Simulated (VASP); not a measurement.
Here is a VASP 6.6.1 calculation.

File POSCAR:

```
KZnF3
1.0
    4.1054863470      0.0000000000      0.0000000000
    0.0000000000      4.1054863470      0.0000000000
    0.0000000000      0.0000000000      3.9412668931
K Zn F
1 1 3
Direct
    0.0000000000      0.0000000000      0.0000000000
    0.5000000000      0.5000000000      0.5000000000
    0.5000000000      0.5000000000      0.0000000000
    0.0000000000      0.5000000000      0.5000000000
    0.5000000000      0.0000000000      0.5000000000
```

Contents of INCAR.step1:

```
SYSTEM = KZnF3
PREC = Accurate
ENCUT = 520
ISMEAR = 0
SIGMA = 0.05
LREAL = .False.
LASPH = .True.
NELM = 80
NBANDS = 29
GGA = PE
ALGO = Normal
EDIFF = 1E-4
LWAVE = .True.
LCHARG = .False.
```

INCAR.step2

```
SYSTEM = KZnF3
PREC = Accurate
ENCUT = 520
EDIFF = 1E-6
ISMEAR = 0
SIGMA = 0.05
LREAL = .False.
LASPH = .True.
NELM = 80
ALGO = Normal
ISIF = 2
LWAVE = .False.
LCHARG = .False.
METAGGA = R2SCAN
LMIXTAU = .True.
NBANDS = 29
ISTART = 1
```

KPOINTS

```
Automatic mesh
0
Gamma
  6 6 6
  0 0 0
```

Potentials or basis: VASP PAW PBE potentials, release 64 (K_sv, Zn, F).

The run is started by

```bash
$ cat potpaw_PBE.64/K_sv/POTCAR potpaw_PBE.64/Zn/POTCAR potpaw_PBE.64/F/POTCAR > POTCAR
$ cp INCAR.step1 INCAR
$ mpirun -np 1 vasp_std > vasp.out
$ cp INCAR.step2 INCAR
$ mpirun -np 1 vasp_std > vasp.out
```

Problem. What does it give for the pressure?

Solution. 0.3 GPa.

Problem. Estimate the band gap on the k mesh.

Solution. 4.46 eV (least direct gap 6.54 eV).

Stress tensor (GPa, compression positive):
```
-1.13  0.00  0.00
 0.00 -1.13  0.00
 0.00  0.00  3.09
```

Caveat: the PAW data sets were made with another functional, which shifts forces and pressure a little. A k mesh can miss the band edges.
